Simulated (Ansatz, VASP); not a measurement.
SiO2: VASP beside Ansatz

```
CELL_PARAMETERS angstrom
4.83213 0.00000 0.00000
0.00000 4.83213 0.00000
0.00000 0.00000 6.85800
ATOMIC_POSITIONS crystal
Si 0.18668 0.18668 0.00000
Si 0.31332 0.68668 0.75000
Si 0.68668 0.31332 0.25000
Si 0.81332 0.81332 0.50000
O 0.63218 0.73406 0.68975
O 0.36782 0.26594 0.18975
O 0.73406 0.63218 0.31025
O 0.23406 0.86782 0.93975
O 0.26594 0.36782 0.81025
O 0.13218 0.76594 0.56025
O 0.86782 0.23406 0.06025
O 0.76594 0.13218 0.43975
```

Alike in both runs: task single point; functional r2SCAN; k mesh 6 × 6 × 4; occupations gaussian, width 0.02 eV; no spin polarisation.

```csv
,VASP,Ansatz
version,VASP 6.6.1,Ansatz 0.2.0
potentials or method,"VASP PAW PBE potentials, release 64 (Si, O), cutoff 520 eV","scalar-relativistic, plane waves, PAW"
valence electrons in the cell,64,64
```

Ansatz gave:

| Property | Result |
| --- | --- |
| gap on the k mesh at the Fermi level (eV) | 6.51 |
| least direct gap on the mesh (eV) | 6.51 |
| pressure (GPa) | 1.4 |
| traceless stress, the component that is largest in VASP (GPa) | -1.37 |
| rms of the force components (eV/Å) | 0.000 |

Task: Which values does VASP return?

Result: gap on the k mesh at the Fermi level (eV): 6.52; least direct gap on the mesh (eV): 6.52; pressure (GPa): 1.6; traceless stress, the component that is largest in VASP (GPa): -1.39; rms of the force components (eV/Å): 0.011.

VASP's potentials were made for PBE, not for r2SCAN. Atom by atom the forces differ by 0.011 eV/Å (rms over components).
